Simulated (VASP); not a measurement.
The system is MgZr2O3.

```
Mg Zr O
1.0
     3.02269    0.00000    0.00000
    -1.51134    2.61772    0.00000
     0.00000    0.00000    8.58091
Mg Zr O
1 2 3
Cartesian
  0.0000 0.0000 4.2905
  0.0000 1.7451 1.5177
  1.5113 0.8726 7.0632
  0.0000 1.7451 5.4707
  1.5113 0.8726 3.1102
  0.0000 0.0000 0.0000
```

The cell was built from a structure type or drawn by symmetry, and may not be a known phase.

- Program: VASP 6.6.1
- Task: relaxation of cell and atoms
- Functional: PBE
- Potentials or basis: VASP PAW PBE potentials, release 64 (Mg, Zr_sv, O)
- Cutoff: 600 eV
- k mesh: 12 × 12 × 4
- Occupations: gaussian, width 0.1 eV
- Spin: no spin polarisation

At the start: pressure -0.4 GPa; volume 11.32 Å³/atom.

Task: Where does the relaxation end?

Result: Over 10 steps the energy falls by 3.5 meV/atom and the volume is 11.28 Å³/atom (-0.3 %); space group P-3m1 (No. 164, to 0.1 Å) before and after.

Step by step:
| step | energy change (eV) | largest force (eV/Å) | pressure (GPa) | volume (Å³) |
| --- | --- | --- | --- | --- |
| 1 | 0.0000 | 0.2715 | -0.37 | 67.90 |
| 2 | -0.0194 | 0.0901 | 0.24 | 67.63 |
| 3 | -0.0203 | 0.1056 | 0.41 | 67.57 |
| 4 | -0.0208 | 0.0409 | -0.39 | 67.85 |
| 5 | -0.0210 | 0.0286 | -0.17 | 67.77 |
| 6 | -0.0210 | 0.0295 | -0.15 | 67.76 |
| 7 | -0.0212 | 0.0163 | -0.01 | 67.70 |
| 8 | -0.0212 | 0.0133 | 0.02 | 67.69 |
| 9 | -0.0211 | 0.0120 | 0.04 | 67.68 |
| 10 | -0.0211 | 0.0076 | -0.02 | 67.70 |

Final structure:
```xyz
6
Lattice="2.9987 0.0000 0.0000 -1.4993 2.5969 0.0000 0.0000 0.0000 8.6941" Properties=species:S:1:pos:R:3 pbc="T T T"
Mg    0.0000    0.0000    4.3471
Zr    0.0000    1.7313    1.5575
Zr    1.4993    0.8656    7.1366
O     0.0000    1.7313    5.5344
O     1.4993    0.8656    3.1597
O     0.0000    0.0000    0.0000
```
